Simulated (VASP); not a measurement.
A run of VASP 6.6.1 is set up as follows.

Contents of INCAR:

```
SYSTEM = Pb
PREC = Accurate ; ENCUT = 520
EDIFF = 1E-6 ; ISMEAR = 0
SIGMA = 0.6 ; LREAL = .False.
LASPH = .True. ; NELM = 80
ALGO = Normal ; ISIF = 2
LWAVE = .False. ; LCHARG = .False.
NBANDS = 13
```

Contents of KPOINTS:

```
Automatic mesh
0
Gamma
  11 11 11
  0 0 0
```

The input POSCAR:

```
Pb
1.0
    0.0000000000      2.4375492138      2.4375492138
    2.4375492138      0.0000000000      2.4375492138
    2.4375492138      2.4375492138      0.0000000000
Pb
1
Direct
    0.0000000000      0.0000000000      0.0000000000
```

Potentials or basis: VASP PAW LDA potentials, release 64 (Pb_d).

Run with:

```bash
$ cat potpaw_LDA.64/Pb_d/POTCAR > POTCAR
$ mpirun -np 1 vasp_std > vasp.out
```

(1) What does it give for the pressure?

(2) Estimate the band gap on the k mesh.

Results:

(1) 0.3 GPa.

(2) zero (band 7 reaches 15.25 eV, above the bottom of band 8 at 6.00 eV).

Caveat: spin-orbit coupling is left out, which moves the levels of the heavy elements.
